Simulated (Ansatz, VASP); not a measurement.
# One calculation of W, two programs

```xyz
1
Lattice="-1.6372 1.6372 1.5174 1.6372 -1.6372 1.5174 1.6372 1.6372 -1.5174" Properties=species:S:1:pos:R:3 pbc="T T T"
W     0.0000    0.0000    0.0000
```

Change from the starting cell: strain +0.025 along x and y, -0.050 along z, atoms carried along.

Alike in both runs: task single point; functional PBE; k mesh 20 × 20 × 20; occupations fermi-dirac, width 0.4 eV; no spin polarisation.

```csv
,VASP,Ansatz
version,VASP 6.6.1,Ansatz 0.2.0
potentials or method,"VASP PAW PBE potentials, release 64 (W_sv), cutoff 520 eV","scalar-relativistic, plane waves, PAW"
valence electrons in the cell,14,14
```

Ansatz gave:

* gap on the k mesh at the Fermi level (eV): none
* pressure (GPa): -0.1
* traceless stress, the component that is largest in VASP (GPa): 13.30

**Question.** Estimate VASP's values.

**Answer.** gap on the k mesh at the Fermi level (eV): none; pressure (GPa): 0.3; traceless stress, the component that is largest in VASP (GPa): 13.30.

A gap of «none» marks a metal or a gap that the smearing closes.

Neither program's run includes spin-orbit coupling.
